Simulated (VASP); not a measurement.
Input of a VASP 6.6.1 run:

Contents of INCAR:

```
SYSTEM = SiC
PREC = Accurate
ENCUT = 520
EDIFF = 1E-6
ISMEAR = -1
SIGMA = 0.08
LREAL = .FALSE.
LASPH = .TRUE.
NELM = 100
ALGO = Normal
ISIF = 2
LWAVE = .FALSE.
LCHARG = .FALSE.
GGA = PE
NBANDS = 16
```

Contents of KPOINTS:

```
Automatic mesh
0
G
  12 12 6
  0 0 0
```

Contents of POSCAR:

```
SiC
1.0
    3.0927898396      0.0000000000      0.0000000000
   -1.5463949198      2.6784345696      0.0000000000
    0.0000000000      0.0000000000      5.0757220386
Si C
2 2
Direct
    0.3333333333      0.6666666667      0.0000808747
    0.6666666667      0.3333333333      0.5000808747
    0.3333333333      0.6666666667      0.3759191253
    0.6666666667      0.3333333333      0.8759191253
```

Potentials or basis: VASP PAW PBE potentials, release 64 (Si, C).

The run is started by

```bash
$ cat potpaw_PBE.64/Si/POTCAR potpaw_PBE.64/C/POTCAR > POTCAR
$ mpirun -np 1 vasp_std > vasp.out
```

Question: Estimate the pressure.

Answer: -0.2 GPa.

Question: Estimate the band gap on the k mesh.

Answer: 2.30 eV (least direct gap 3.94 eV).

A k mesh can miss the band edges.
